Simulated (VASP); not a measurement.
# InSnTe2 (R-3m) in VASP: single point with LDA

Aim: the single point of InSnTe2 with LDA.

Program: VASP 6.6.1. These are calculated values, not measurements. Logs are shortened: lines on timing, memory, paths and dates and some standing lists are left out, and cuts for length are marked.

### 1 The cell of the first run

Symmetry: R-3m, No. 166, trigonal system. The conventional cell has a = 4.509 Å, b = 4.509 Å, c = 21.900 Å, α = 90.00°, β = 90.00°, γ = 120.00°. Within 4.2 Å of Te (site symmetry 3m) lie 3 In at 3.17 Å and 3 Sn at 3.19 Å. Within 4.2 Å of Sn (site symmetry -3m) lie 6 Te at 3.19 Å. In (site symmetry -3m) has 6 Te at 3.17 Å within 4.2 Å.

### 2 Single point, LDA

INCAR

```
ALGO = Normal ; EDIFF = 1E-6
ENCUT = 500 ; GGA_COMPAT = False
ISIF = 2 ; ISMEAR = -1
LASPH = True ; LCHARG = False
LREAL = False ; LWAVE = False
NBANDS = 28 ; NELM = 120
PREC = Accurate ; SIGMA = 0.02
```

KPOINTS

```
k-points
0
Gamma
  9 9 9
```

POSCAR

```
InSnTe2
1.0
    2.2545354705      1.3016566608      7.2999127654
   -2.2545354705      1.3016566608      7.2999127654
    0.0000000000     -2.6033133216      7.2999127654
Te Sn In
2 1 1
Direct
    0.2508772100      0.2508772100      0.2508772100
    0.7491227900      0.7491227900      0.7491227900
    0.5000000000      0.5000000000      0.5000000000
    0.0000000000      0.0000000000      0.0000000000
```

Potentials or basis: VASP PAW LDA potentials, release 64 (Te, Sn_d, In_d).

Run with:

```console
$ cat potpaw_LDA.64/Te/POTCAR potpaw_LDA.64/Sn_d/POTCAR potpaw_LDA.64/In_d/POTCAR > POTCAR
$ mpirun -np 1 vasp_std > vasp.out
```

OUTCAR:

```text
EDIFF = 1E-6
   ENCUT = 500
   ISIF = 2
   ISMEAR = -1
   LASPH = True
   LREAL = False
   NELM = 120
   PREC = Accurate

 ion  position               nearest neighbor table
   1  0.251  0.251  0.251-   4 3.17   4 3.17   4 3.17   3 3.19   3 3.19   3 3.19
   2  0.749  0.749  0.749-   4 3.17   4 3.17   4 3.17   3 3.19   3 3.19   3 3.19
   3  0.500  0.500  0.500-   1 3.19   1 3.19   2 3.19   2 3.19   1 3.19   2 3.19
   4  0.000  0.000  0.000-   2 3.17   2 3.17   1 3.17   1 3.17   2 3.17   1 3.17

  LATTYP: Found a trigonal (rhomboedric) cell.
 ALAT       =     7.7502236505
 COS(alpha) =     0.8307550690

  Lattice vectors:

 A1 = (   2.2545354705,   1.3016566608,   7.2999127654)
 A2 = (  -2.2545354705,   1.3016566608,   7.2999127654)
 A3 = (   0.0000000000,  -2.6033133216,   7.2999127654)

Analysis of symmetry for initial positions (statically):
=====================================================================
 Subroutine PRICEL returns:
 Original cell was already a primitive cell.

 Routine SETGRP: Setting up the symmetry group for a
 trigonal (rhombohedral) supercell.

 Subroutine GETGRP returns: Found 12 space group operations
 (whereof 12 operations were pure point group operations)
 out of a pool of 12 trial point group operations.

The static configuration has the point symmetry D_3d.

Analysis of symmetry for dynamics (positions and initial velocities):
=====================================================================
 Subroutine PRICEL returns:
 Original cell was already a primitive cell.

 Routine SETGRP: Setting up the symmetry group for a
 trigonal (rhombohedral) supercell.

 Subroutine GETGRP returns: Found 12 space group operations
 (whereof 12 operations were pure point group operations)
 out of a pool of 12 trial point group operations.

The dynamic configuration has the point symmetry D_3d.

 Subroutine INISYM returns: Found 12 space group operations
 (whereof 12 operations are pure point group operations),
 and found     1 'primitive' translations

----------------------------------------------------------------------------------------

                                     Primitive cell

  volume of cell :     128.5353

  direct lattice vectors                    reciprocal lattice vectors
     2.254535471  1.301656661  7.299912765     0.221775176  0.128041957  0.045662646
    -2.254535471  1.301656661  7.299912765    -0.221775176  0.128041957  0.045662646
[... 83 lines left out ...]
   ISPIN  =      1    spin polarized calculation?
   LNONCOLLINEAR =      F non collinear calculations
   LSORBIT =      F    spin-orbit coupling
   LASPH  =      T    aspherical Exc in radial PAW
   ENCUT  =  500.0 eV  36.75 Ry    6.06 a.u.  14.13 14.13 14.13*2*pi/ulx,y,z
   NELM   =    120;   NELMIN=  2; NELMDL= -5     # of ELM steps
   EDIFF  = 0.1E-05   stopping-criterion for ELM
   LREAL  =      F    real-space projection
   EDIFFG = 0.1E-04   stopping-criterion for IOM
   NSW    =      0    number of steps for IOM
   IBRION =     -1    ionic relax: 0-MD 1-quasi-New 2-CG
   NFREE  =      0    steps in history (QN), initial steepest desc. (CG)
   ISIF   =      2    stress and relaxation
   ISYM   =      2    0-nonsym 1-usesym 2-fastsym
   POTIM  = 0.5000    time-step for ionic-motion
   TEBEG  =    0.0;   TEEND  =   0.0 temperature during run
   PSTRESS=    0.0 pullay stress
   NELECT =      39.0000    total number of electrons
   NUPDOWN=      -1.0000    fix difference up-down
   EMIN   =  10.00;   EMAX   =-10.00  energy-range for DOS
   EFERMI =   0.00;   METHOD = LEGACY
   ISMEAR =    -1;   SIGMA  =   0.02  broadening in eV -4-tet -1-fermi 0-gaus
   EFERMI_NEDOS =   21; number of points for ismear=-14 and -15
   IALGO  =     38    algorithm
   IMIX   =      4    mixing-type and parameters
     AMIX     =   0.40;   BMIX     =  1.00
     AMIX_MAG =   1.60;   BMIX_MAG =  1.00
  volume/ion in A,a.u.               =      32.13       216.85
  Fermi-wavevector in a.u.,A,eV,Ry     =   1.100075  2.078840 16.465289  1.210165
  Thomas-Fermi vector in A             =   2.236480
   LORBIT       =      0    0 simple, 1 ext, 2 COOP (PROOUT), +10 PAW based schemes
   GGA     = CA    functional components
   LHFCALC =     F    Hartree Fock is set to
   AEXX    =    0.0000 exact exchange contribution
   IVDW    =     0    specifies the selected vdW correction
   LEPSILON=     F    determine dielectric tensor
   LRPA    =     F    only Hartree local field effects (RPA)
 non-spin polarized calculation
  energy-cutoff  :      500.00
  volume of cell :      128.54
 maximum number of plane-waves:      3291
 NGX is ok and might be reduce to    60
   NGX = 29   NGY = 29   NGZ = 29

 number of electron      38.9999996 magnetization

 Free energy of the ion-electron system (eV)
  ---------------------------------------------------
  ext. energy  EPLUGINS =         0.00000000
  ---------------------------------------------------
  free energy    TOTEN  =       -16.23255635 eV

  energy without entropy =      -16.22952188  energy(sigma->0) =      -16.23103912

 E-fermi :   5.7333     XC(G=0):  -9.5653

 val. band max:        5.7276558785   @ k =  -0.2222   0.1111   0.1111
 cond. band min:       5.7388459061   @ k =  -0.4444   0.4444   0.3333
 fundamental gap:      0.0111900276
 Fermi energy:         5.7333199435

 k-point     1 :       0.0000    0.0000    0.0000
  band No.  band energies     occupation
      1     -15.6350      2.00000
      2     -15.6350      2.00000
      3     -15.6256      2.00000
      4     -15.6235      2.00000
      5     -15.6235      2.00000
      6      -8.5691      2.00000
[... 733 lines left out ...]
     27      12.6213      0.00000
     28      13.5917      0.00000

 [... further k-points ...]
[... 5 lines left out ...]
  --------------------------------------------------------------------------------------
  -------------------------------------------------------------------------------------
  Total       -3.0643464     -3.0643464     -2.8165203      0.0000000     -0.0000000      0.0000000
  in kB      -38.1967133    -38.1967133    -35.1075909      0.0000000     -0.0000000      0.0000000
  external PRESSURE =     -37.1670058 kB  Pullay stress =       0.0000000 kB

 VOLUME and BASIS-vectors are now :
 -----------------------------------------------------------------------------
  energy-cutoff  :      500.00
  volume of cell :      128.54
      direct lattice vectors                 reciprocal lattice vectors
     2.254535471  1.301656661  7.299912765     0.221775176  0.128041957  0.045662646
    -2.254535471  1.301656661  7.299912765    -0.221775176  0.128041957  0.045662646
     0.000000000 -2.603313322  7.299912765     0.000000000 -0.256083915  0.045662646

 POSITION                                       TOTAL-FORCE (eV/Angst)
 -----------------------------------------------------------------------------------
      0.00000      0.00000      5.49415         0.000000     -0.000000     -0.036755
      0.00000      0.00000     16.40559         0.000000      0.000000      0.036755
      0.00000      0.00000     10.94987         0.000000     -0.000000      0.000000
      0.00000      0.00000      0.00000         0.000000      0.000000     -0.000000
 -----------------------------------------------------------------------------------
    total drift:                               -0.000000      0.000000      0.000000

  FREE ENERGIE OF THE ION-ELECTRON SYSTEM (eV)
  ---------------------------------------------------
  free  energy   TOTEN  =       -16.2325563499 eV

  energy  without entropy=      -16.2295218825  energy(sigma->0) =      -16.23103912
```

OSZICAR:

```text
N       E                     dE             d eps       ncg     rms          rms(c)
DAV:   1     0.322202275722E+03    0.32220E+03   -0.16859E+04  4772   0.148E+03
DAV:   2     0.236608751930E+02   -0.29854E+03   -0.29045E+03  4824   0.394E+02
DAV:   3    -0.144832763611E+02   -0.38144E+02   -0.37539E+02  5920   0.141E+02
DAV:   4    -0.162964852223E+02   -0.18132E+01   -0.18051E+01  5904   0.315E+01
DAV:   5    -0.163775908723E+02   -0.81106E-01   -0.81093E-01  6900   0.655E+00    0.590E+00
DAV:   6    -0.162433961710E+02    0.13419E+00   -0.24627E-01  6260   0.450E+00    0.379E+00
DAV:   7    -0.162361199258E+02    0.72762E-02   -0.11737E-01  6284   0.194E+00    0.592E-01
DAV:   8    -0.162324406971E+02    0.36792E-02   -0.21510E-02  5952   0.120E+00    0.319E-01
DAV:   9    -0.162325926793E+02   -0.15198E-03   -0.16005E-03  5640   0.278E-01    0.635E-02
DAV:  10    -0.162325510444E+02    0.41635E-04   -0.25662E-04  6016   0.136E-01    0.379E-02
DAV:  11    -0.162325564950E+02   -0.54506E-05   -0.36796E-05  5932   0.325E-02    0.192E-02
DAV:  12    -0.162325563499E+02    0.14513E-06   -0.23859E-06  4068   0.923E-03
   1 F= -.16232556E+02 E0= -.16231039E+02  d E =-.303447E-02
```

stdout:

```text
POSCAR found type information on POSCAR TeSnIn
 POSCAR found :  3 types and       4 ions
 scaLAPACK will be used
 LDA part: xc-table for (Slater(with rela. corr.)+CA(PZ))
 , standard interpolation
 POSCAR, INCAR and KPOINTS ok, starting setup
 FFT: planning ... GRIDC
 FFT: planning ... GRID_SOFT
 FFT: planning ... GRID
 WAVECAR not read
 entering main loop
```

Wall time 20 min (1 thread of Oxide Virtual Turin-like, shared host); peak memory 0.54 GiB.

Results:

- Free energy: -16.2326 eV
- Pressure: -3.7 GPa
- Largest force: 0.037 eV/Å
- Band gap on the k mesh: zero (an odd number of electrons rules out a gap without spin polarisation)

Forces in eV/Å, atoms in the order of the input:
```
Te   0.000  0.000 -0.037
Te   0.000  0.000  0.037
Sn   0.000  0.000  0.000
In   0.000  0.000  0.000
```

Stress tensor (GPa, compression positive):
```
-3.82  0.00  0.00
 0.00 -3.82  0.00
 0.00  0.00 -3.51
```

Levels at points of the mesh, in eV from the Fermi level:
```csv
k point,band 17,band 18,band 19,band 20,band 21,band 22
"(0.00, 0.00, 0.00)",-1.41,-1.19,-1.19,0.77,1.16,1.35
```

Caveat: the cell stands under tension; spin-orbit coupling is left out, which moves the levels of the heavy elements; an odd number of electrons without spin polarisation forces a metal; a magnetic or distorted state may lie lower.
